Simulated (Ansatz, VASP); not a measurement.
## SnTe: VASP beside Ansatz

Contents of INCAR:

```
ALGO     = Normal         # electronic algorithm
EDIFF    = 1E-7           # SCF threshold, eV
ENCUT    = 520            # plane-wave cutoff, eV
GGA      = PE             # functional
ISIF     = 2              # what is computed and relaxed
ISMEAR   = 0              # smearing method
LASPH    = True           # aspherical terms in the spheres
LCHARG   = False          # write CHGCAR
LREAL    = False          # projectors in reciprocal space
LWAVE    = False          # write WAVECAR
NBANDS   = 17             # bands
NELM     = 60             # most SCF steps
PREC     = Accurate       # precision mode
SIGMA    = 0.013000000000000001 # smearing width, eV
```

Contents of KPOINTS:

```
k-points
0
Gamma
  7 7 7
```

Contents of POSCAR:

```
SnTe
1.0
    0.0000000000      3.1508500000      3.1508500000
    3.1508500000      0.0000000000      3.1508500000
    3.1508500000      3.1508500000      0.0000000000
Te Sn
1 1
Direct
    0.5000000000      0.5000000000      0.5000000000
    0.0000000000      0.0000000000      0.0000000000
```

File input.yaml:

```yaml
crystal:
  lattice:
    - [0.0, 3.15085, 3.15085]
    - [3.15085, 0.0, 3.15085]
    - [3.15085, 3.15085, 0.0]
  atoms:
    - { symbol: Te, position: [0.5, 0.5, 0.5] }
    - { symbol: Sn, position: [0.0, 0.0, 0.0] }
kpoints:
  mp_grid: { grid: [7, 7, 7] }
scf:
  occupations: { method: gaussian, width: 0.013 }
hamiltonian:
  xc: pbe
  pseudopotentials: { kind: all_electron, lapw: { basis_error: 0.001 } }
output:
  forces: true
  stress: true
  eigenvalues: true
```

Alike in both runs: task single point; functional PBE; k mesh 7 × 7 × 7; occupations gaussian, width 0.013 eV; no spin polarisation.

```csv
,VASP,Ansatz
version,VASP 6.6.1,Ansatz 0.2.0
potentials or method,"VASP PAW PBE potentials, release 64 (Te, Sn_d), cutoff 520 eV","all-electron LAPW, scalar-relativistic"
```

|  | VASP | Ansatz | Ansatz less VASP |
| --- | --- | --- | --- |
| pressure (GPa) | 2.2 | 2.2 | +0.07 |

Ansatz ran all-electron here, and VASP with PAW potentials.

Spin-orbit coupling is off throughout.
